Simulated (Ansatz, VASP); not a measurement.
# One calculation of S, two programs

```
S
1.0
     6.84584   -5.52207    0.13409
     6.84584    5.52207    0.13409
    -2.36120    0.00000    9.24029
S
20
Direct
  0.75450 0.93907 0.15751
  0.01160 0.60302 0.80925
  0.98840 0.39698 0.19075
  0.24550 0.06093 0.84249
  0.39369 0.76187 0.58676
  0.52782 0.61314 0.72978
  0.93907 0.75450 0.65751
  0.02095 0.11866 0.72749
  0.39698 0.98840 0.69075
  0.06093 0.24550 0.34249
  0.88134 0.97905 0.77251
  0.61314 0.52782 0.22978
  0.76187 0.39369 0.08676
  0.97905 0.88134 0.27251
  0.60631 0.23813 0.41324
  0.11866 0.02095 0.22749
  0.60302 0.01160 0.30925
  0.38686 0.47218 0.77022
  0.47218 0.38686 0.27022
  0.23813 0.60631 0.91324
```

Alike in both runs: functional PBE; k mesh 4 × 4 × 4; occupations gaussian, width 0.02 eV; no spin polarisation.

Ansatz relaxed the structure, and its values are those at the end. VASP's run is a single point on that final structure, the one shown.

|  | VASP | Ansatz |
| --- | --- | --- |
| version | VASP 6.6.1 | Ansatz 0.2.0 |
| potentials or method | VASP PAW PBE potentials, release 64 (S), cutoff 520 eV | scalar-relativistic, plane waves, PAW |
| valence electrons in the cell | 120 | 120 |

|  | VASP | Ansatz | Ansatz less VASP |
| --- | --- | --- | --- |
| gap on the k mesh at the Fermi level (eV) | 2.23 | 2.19 | -0.042 |
| least direct gap on the mesh (eV) | 2.32 | 2.28 | -0.042 |
| pressure (GPa) | -0.4 | 0.0 | +0.36 |
| rms of the force components (eV/Å) | 0.066 | 0.002 | -0.0639 |
